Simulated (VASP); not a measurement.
# Ti (Im-3m) in VASP: notebook

The runs below take Ti through single point, with PBEsol.

Program: VASP 6.6.1. These are calculated values, not measurements. Logs are shortened: lines on timing, memory, paths and dates and some standing lists are left out, and cuts for length are marked.

### Step 1. The cell of the first run

It takes space group Im-3m (No. 229, cubic). Conventional cell: a = 3.334 Å, b = 3.334 Å, c = 3.334 Å, α = 90.00°, β = 90.00°, γ = 90.00°. Within 3.8 Å of Ti (site symmetry m-3m) lie 14 Ti at 2.89 to 3.33 Å.

### Step 2. Single point, PBEsol, collinear spin, ferromagnetic start

The input, INCAR:

```
ALGO = Normal ; EDIFF = 1E-6
ENCUT = 520 ; GGA = PS
ISIF = 2 ; ISMEAR = 0
ISPIN = 2 ; LASPH = True
LCHARG = False ; LMAXMIX = 4
LORBIT = 11 ; LREAL = False
LWAVE = False ; MAGMOM = 0.875
NBANDS = 16 ; NELM = 150
NUPDOWN = 0.875 ; PREC = Accurate
SIGMA = 0.15
```

The input, KPOINTS:

```
k-points
0
Gamma
  22 22 22
```

The input, POSCAR:

```
Ti
1.0
   -1.6669210723      1.6669210723      1.6669210723
    1.6669210723     -1.6669210723      1.6669210723
    1.6669210723      1.6669210723     -1.6669210723
Ti
1
Direct
    0.0000000000      0.0000000000      0.0000000000
```

Potentials or basis: VASP PAW PBE potentials, release 64 (Ti_sv).

Run with:

```bash
> cat potpaw_PBE.64/Ti_sv/POTCAR > POTCAR
> mpirun -np 1 vasp_std > vasp.out
```

OUTCAR:

```text
EDIFF = 1E-6
   ENCUT = 520
   GGA = PS
   ISIF = 2
   ISMEAR = 0
   ISPIN = 2
   LASPH = True
   LORBIT = 11
   LREAL = False
   NELM = 150
   NUPDOWN = 0.875
   PREC = Accurate

 ion  position               nearest neighbor table
   1  0.000  0.000  0.000-

  LATTYP: Found a body centered cubic cell.
 ALAT       =     3.3338421446

  Lattice vectors:

 A1 = (  -1.6669210723,   1.6669210723,   1.6669210723)
 A2 = (   1.6669210723,  -1.6669210723,   1.6669210723)
 A3 = (   1.6669210723,   1.6669210723,  -1.6669210723)

Analysis of symmetry for initial positions (statically):
=====================================================================
 Subroutine PRICEL returns:
 Original cell was already a primitive cell.

 Routine SETGRP: Setting up the symmetry group for a
 body centered cubic supercell.

 Subroutine GETGRP returns: Found 48 space group operations
 (whereof 48 operations were pure point group operations)
 out of a pool of 48 trial point group operations.

The static configuration has the point symmetry O_h .

Analysis of symmetry for dynamics (positions and initial velocities):
=====================================================================
 Subroutine PRICEL returns:
 Original cell was already a primitive cell.

 Routine SETGRP: Setting up the symmetry group for a
 body centered cubic supercell.

 Subroutine GETGRP returns: Found 48 space group operations
 (whereof 48 operations were pure point group operations)
 out of a pool of 48 trial point group operations.

The dynamic configuration has the point symmetry O_h .

Analysis of structural, dynamic, and magnetic symmetry:
=====================================================================
 Subroutine PRICEL returns:
 Original cell was already a primitive cell.

 Routine SETGRP: Setting up the symmetry group for a
 body centered cubic supercell.

 Subroutine GETGRP returns: Found 48 space group operations
 (whereof 48 operations were pure point group operations)
 out of a pool of 48 trial point group operations.

The overall configuration has the point symmetry O_h .

 Subroutine INISYM returns: Found 48 space group operations
 (whereof 48 operations are pure point group operations),
 and found     1 'primitive' translations

----------------------------------------------------------------------------------------

                                     Primitive cell

  volume of cell :      18.5270

  direct lattice vectors                    reciprocal lattice vectors
    -1.666921072  1.666921072  1.666921072     0.000000000  0.299954214  0.299954214
     1.666921072 -1.666921072  1.666921072     0.299954214  0.000000000  0.299954214
     1.666921072  1.666921072 -1.666921072     0.299954214  0.299954214  0.000000000

  length of vectors
     2.887191989  2.887191989  2.887191989     0.424199317  0.424199317  0.424199317

  position of ions in fractional coordinates (direct lattice)
     0.000000000  0.000000000  0.000000000

  ion indices of the primitive-cell ions
   primitive index   ion index
                 1           1

----------------------------------------------------------------------------------------

 KPOINTS: k-points

Automatic generation of k-mesh.
 Grid dimensions read from file:
 generate k-points for:   22   22   22

 Generating k-lattice:

  Cartesian coordinates                     Fractional coordinates (reciprocal lattice)
     0.000000000  0.013634282  0.013634282     0.045454545  0.000000000  0.000000000
     0.013634282  0.000000000  0.013634282     0.000000000  0.045454545  0.000000000
     0.013634282  0.013634282  0.000000000     0.000000000  0.000000000  0.045454545

  Length of vectors
     0.019281787  0.019281787  0.019281787

  Shift w.r.t. Gamma in fractional coordinates (k-lattice)
     0.000000000  0.000000000  0.000000000

 Subroutine IBZKPT returns following result:
 ===========================================

 Found    328 irreducible k-points:

 Following reciprocal coordinates:
            Coordinates               Weight
  0.000000  0.000000  0.000000      1.000000
  0.045455  0.000000  0.000000     12.000000
  0.090909  0.000000  0.000000     12.000000
  0.136364  0.000000  0.000000     12.000000
  0.181818  0.000000  0.000000     12.000000
  0.227273  0.000000  0.000000     12.000000
[... 16 lines left out ...]
  0.090909  0.090909  0.000000     24.000000
  0.136364  0.090909 -0.000000     48.000000
 [... further k-points ...]
   k-points           NKPTS =    328   k-points in BZ     NKDIM =    328   number of bands    NBANDS=     16
   number of dos      NEDOS =    301   number of ions     NIONS =      1
   total plane-waves  NPLWV =  13824
   dimension x,y,z NGX =    24 NGY =   24 NGZ =   24
   dimension x,y,z NGXF=    48 NGYF=   48 NGZF=   48
   ions per type =               1
   NGX,Y,Z   is equivalent  to a cutoff of  13.82, 13.82, 13.82 a.u.
   NGXF,Y,Z  is equivalent  to a cutoff of  27.64, 27.64, 27.64 a.u.
 SYSTEM =  unknown system
   PREC   = accura    normal or accurate (medium, high low for compatibility)
   ISTART =      0    job   : 0-new  1-cont  2-samecut
   ICHARG =      2    charge: 1-file 2-atom 10-const
   ISPIN  =      2    spin polarized calculation?
   LNONCOLLINEAR =      F non collinear calculations
   LSORBIT =      F    spin-orbit coupling
   LASPH  =      T    aspherical Exc in radial PAW
   ENCUT  =  520.0 eV  38.22 Ry    6.18 a.u.   5.37  5.37  5.37*2*pi/ulx,y,z
   NELM   =    150;   NELMIN=  2; NELMDL= -5     # of ELM steps
   EDIFF  = 0.1E-05   stopping-criterion for ELM
   LREAL  =      F    real-space projection
   EDIFFG = 0.1E-04   stopping-criterion for IOM
   NSW    =      0    number of steps for IOM
   IBRION =     -1    ionic relax: 0-MD 1-quasi-New 2-CG
   NFREE  =      0    steps in history (QN), initial steepest desc. (CG)
   ISIF   =      2    stress and relaxation
   ISYM   =      2    0-nonsym 1-usesym 2-fastsym
   POTIM  = 0.5000    time-step for ionic-motion
   TEBEG  =    0.0;   TEEND  =   0.0 temperature during run
   PSTRESS=    0.0 pullay stress
   NELECT =      12.0000    total number of electrons
   NUPDOWN=       0.8750    fix difference up-down
   EMIN   =  10.00;   EMAX   =-10.00  energy-range for DOS
   EFERMI =   0.00;   METHOD = LEGACY
   ISMEAR =     0;   SIGMA  =   0.15  broadening in eV -4-tet -1-fermi 0-gaus
   EFERMI_NEDOS =   21; number of points for ismear=-14 and -15
   IALGO  =     38    algorithm
   IMIX   =      4    mixing-type and parameters
     AMIX     =   0.40;   BMIX     =  1.00
     AMIX_MAG =   1.60;   BMIX_MAG =  1.00
  volume/ion in A,a.u.               =      18.53       125.03
  Fermi-wavevector in a.u.,A,eV,Ry     =   1.416447  2.676696 27.297655  2.006321
  Thomas-Fermi vector in A             =   2.537780
   LORBIT       =     11    0 simple, 1 ext, 2 COOP (PROOUT), +10 PAW based schemes
   GGA     = PS    functional components
   LHFCALC =     F    Hartree Fock is set to
   AEXX    =    0.0000 exact exchange contribution
   IVDW    =     0    specifies the selected vdW correction
   LEPSILON=     F    determine dielectric tensor
   LRPA    =     F    only Hartree local field effects (RPA)
 spin polarized calculation
 Gauss-broadening in eV      SIGMA  =   0.15
  energy-cutoff  :      520.00
  volume of cell :       18.53
 maximum number of plane-waves:       531
 NGX is ok and might be reduce to    24
   NGX = 11   NGY = 11   NGZ = 11

 number of electron      12.0000003 magnetization       0.8750000

 Free energy of the ion-electron system (eV)
  ---------------------------------------------------
  ext. energy  EPLUGINS =         0.00000000
  ---------------------------------------------------
  free energy    TOTEN  =        -8.16586032 eV

  energy without entropy =       -8.13846852  energy(sigma->0) =       -8.15216442

 E-fermi :   7.3116     XC(G=0): -11.3112

 val. band max:        7.3539268316   @ k =  -0.2727   0.3182   0.0909
 cond. band min:       7.3144535478   @ k =   0.3636   0.0909   0.0455
 fundamental gap:     -0.0394732838
 Fermi energy:         7.3570806875

 spin component 1

 k-point     1 :       0.0000    0.0000    0.0000
  band No.  band energies     occupation
      1     -49.3655      1.00000
      2     -25.3861      1.00000
      3     -25.3861      1.00000
      4     -25.3861      1.00000
      5       1.2120      1.00000
      6       7.9036      0.00000
[... 8 lines left out ...]
     15      29.6343      0.00000
     16      32.4895      0.00000
[... 419 lines left out ...]
 k-point    24 :       0.1364    0.0909   -0.0000
  band No.  band energies     occupation
      1     -49.3305      1.00000
      2     -25.5772      1.00000
      3     -25.4362      1.00000
      4     -25.4006      1.00000
      5       2.4064      1.00000
      6       7.4797      0.12384
[... 8 lines left out ...]
     15      28.2798      0.00000
     16      30.0086      0.00000

 [... further k-points ...]

 spin component 2

 k-point     1 :       0.0000    0.0000    0.0000
  band No.  band energies     occupation
      1     -48.8296      1.00000
      2     -24.8473      1.00000
      3     -24.8473      1.00000
      4     -24.8473      1.00000
      5       1.8208      1.00000
      6       8.6093      0.00000
[... 8 lines left out ...]
     15      30.0492      0.00000
     16      33.0484      0.00000
[... 419 lines left out ...]
 k-point    24 :       0.1364    0.0909   -0.0000
  band No.  band energies     occupation
      1     -48.7950      1.00000
      2     -25.0360      1.00000
      3     -24.8966      1.00000
      4     -24.8618      1.00000
      5       3.0141      1.00000
      6       8.1770      0.00000
[... 8 lines left out ...]
     15      28.8070      0.00000
     16      30.6704      0.00000

 [... further k-points ...]

------------------------ aborting loop because EDIFF is reached ----------------------------------------

  FORCE on cell =-STRESS in cart. coord.  units (eV):
  Direction    XX          YY          ZZ          XY          YZ          ZX
  --------------------------------------------------------------------------------------
  -------------------------------------------------------------------------------------
  Total       -1.0604942     -1.0604942     -1.0604942      0.0000000      0.0000000     -0.0000000
  in kB      -91.7093841    -91.7093841    -91.7093841      0.0000000      0.0000000     -0.0000000
  external PRESSURE =     -91.7093841 kB  Pullay stress =       0.0000000 kB

 VOLUME and BASIS-vectors are now :
 -----------------------------------------------------------------------------
  energy-cutoff  :      520.00
  volume of cell :       18.53
      direct lattice vectors                 reciprocal lattice vectors
    -1.666921072  1.666921072  1.666921072     0.000000000  0.299954214  0.299954214
     1.666921072 -1.666921072  1.666921072     0.299954214  0.000000000  0.299954214
     1.666921072  1.666921072 -1.666921072     0.299954214  0.299954214  0.000000000

 POSITION                                       TOTAL-FORCE (eV/Angst)
 -----------------------------------------------------------------------------------
      0.00000      0.00000      0.00000         0.000000      0.000000     -0.000000
 -----------------------------------------------------------------------------------
    total drift:                                0.000000      0.000000      0.000000

  FREE ENERGIE OF THE ION-ELECTRON SYSTEM (eV)
  ---------------------------------------------------
  free  energy   TOTEN  =        -8.1658603154 eV

  energy  without entropy=       -8.1384685160  energy(sigma->0) =       -8.15216442

 total charge

# of ion       s       p       d       tot
------------------------------------------
    1        2.233   6.104   1.860  10.197

 magnetization (x)

# of ion       s       p       d       tot
------------------------------------------
    1        0.004   0.045   0.556   0.606
```

Wall time 1.8 min (1 thread of AMD EPYC 9R45 (Zen 5), shared host); peak memory 0.23 GiB.

What came out:

```
Free energy                                           : -8.1659 eV
Pressure                                              : -9.2 GPa
Net moment                                            : 0.88 μB per cell
Site moments                                          : Ti +0.61 μB
Valence electrons inside the program's atomic spheres : Ti 10.20
```

Caveat: the PAW data sets were made with another functional, which shifts forces and pressure a little; the total moment is fixed, so each spin has its own Fermi level.

### Step 3. Single point, PBEsol, collinear spin, ferromagnetic start

This run uses another cell than the first one, of 19.52 Å³/atom, 1.054 times its volume.

The input, INCAR:

```
SYSTEM = Ti
ALGO     = Normal         ! electronic algorithm
EDIFF    = 1E-7           ! SCF threshold, eV
ENCUT    = 520            ! plane-wave cutoff, eV
GGA      = PS             ! functional
ISIF     = 2              ! what is computed and relaxed
ISMEAR   = 0              ! smearing method
ISPIN    = 2              ! spin polarisation
LASPH    = .True.         ! aspherical terms in the spheres
LCHARG   = .False.        ! write CHGCAR
LMAXMIX  = 4              ! l up to which the mixer works
LORBIT   = 11             ! projections on sites
LREAL    = .False.        ! projectors in reciprocal space
LWAVE    = .False.        ! write WAVECAR
MAGMOM   = 0.25           ! initial moments
NBANDS   = 16             ! bands
NELM     = 150            ! most SCF steps
NUPDOWN  = 0.25           ! fixed moment
PREC     = Accurate       ! precision mode
SIGMA    = 0.15           ! smearing width, eV
```

The input, KPOINTS:

```
k-points
0
Gamma
  22 22 22
  0 0 0
```

The input, POSCAR:

```
Ti
1.0
   -1.6961562523      1.6961562523      1.6961562523
    1.6961562523     -1.6961562523      1.6961562523
    1.6961562523      1.6961562523     -1.6961562523
Ti
1
Direct
    0.0000000000      0.0000000000      0.0000000000
```

Potentials or basis: VASP PAW PBE potentials, release 64 (Ti_sv).

Run with:

```bash
> cat potpaw_PBE.64/Ti_sv/POTCAR > POTCAR
> mpirun -np 1 vasp_std > vasp.out
```

It took 2.2 min on 1 thread of AMD EPYC 9R45 (Zen 5), shared host; peak memory 0.23 GiB.

The run converged. Its results:

- Free energy: -8.0987 eV
- Pressure: -14.0 GPa
- Net moment: 0.25 μB per cell
- Site moments: Ti +0.17 μB
- Valence electrons inside the program's atomic spheres: Ti 10.14

Caveat: the PAW data sets were made with another functional, which shifts forces and pressure a little; the total moment is fixed, so each spin has its own Fermi level.

### Step 4. Single point, PBEsol, collinear spin, ferromagnetic start

This run uses another cell than the first one, of 19.52 Å³/atom, 1.054 times its volume.

The input, INCAR:

```
SYSTEM = Ti
  PREC = Accurate
  ENCUT = 520
  EDIFF = 1E-6
  ISMEAR = 0
  SIGMA = 0.15
  LREAL = .FALSE.
  LASPH = .TRUE.
  NELM = 150
  ALGO = Normal
  ISIF = 2
  LWAVE = .FALSE.
  LCHARG = .FALSE.
  ISPIN = 2
  MAGMOM = 0.5
  LORBIT = 11
  NUPDOWN = 0.5
  LMAXMIX = 4
  GGA = PS
  NBANDS = 16
```

The input, KPOINTS:

```
regular mesh
0
G
  22 22 22
  0 0 0
```

POSCAR is that of step 3.

Run with:

```bash
> cat potpaw_PBE.64/Ti_sv/POTCAR > POTCAR
> mpirun -np 1 vasp_std > vasp.out
```

It took 2 min on 1 thread of AMD EPYC 9R45 (Zen 5), shared host; peak memory 0.23 GiB.

The run converged. Its results:

| Item | Value |
| --- | --- |
| Free energy | -8.0984 eV |
| Pressure | -13.7 GPa |
| Net moment | 0.50 μB per cell |
| Site moments | Ti +0.34 μB |
| Valence electrons inside the program's atomic spheres | Ti 10.14 |

Caveat: the PAW data sets were made with another functional, which shifts forces and pressure a little; the total moment is fixed, so each spin has its own Fermi level.

### Step 5. Summary

| fixed moment (μB) | cell | pressure (GPa) | moment (μB) |
| --- | --- | --- | --- |
| 0.875 | a = 2.887 Å, angles 109.5°, 1 atom | -9.2 | 0.88 |
| 0.25 | a = 2.938 Å, angles 109.5°, 1 atom | -14.0 | 0.25 |
| 0.5 | a = 2.938 Å, angles 109.5°, 1 atom | -13.7 | 0.50 |

Alike in all rows: task single point; level PBEsol; potentials or basis VASP PAW PBE potentials, release 64 (Ti_sv); spin collinear, ferromagnetic start; k mesh 22 × 22 × 22; cutoff (eV) 520; smearing gaussian 0.15 eV.

Caveats: the PAW data sets were made with another functional, which shifts forces and pressure a little; the total moment is fixed, so each spin has its own Fermi level.

Absolute energies hang on the potentials; compare differences alone.
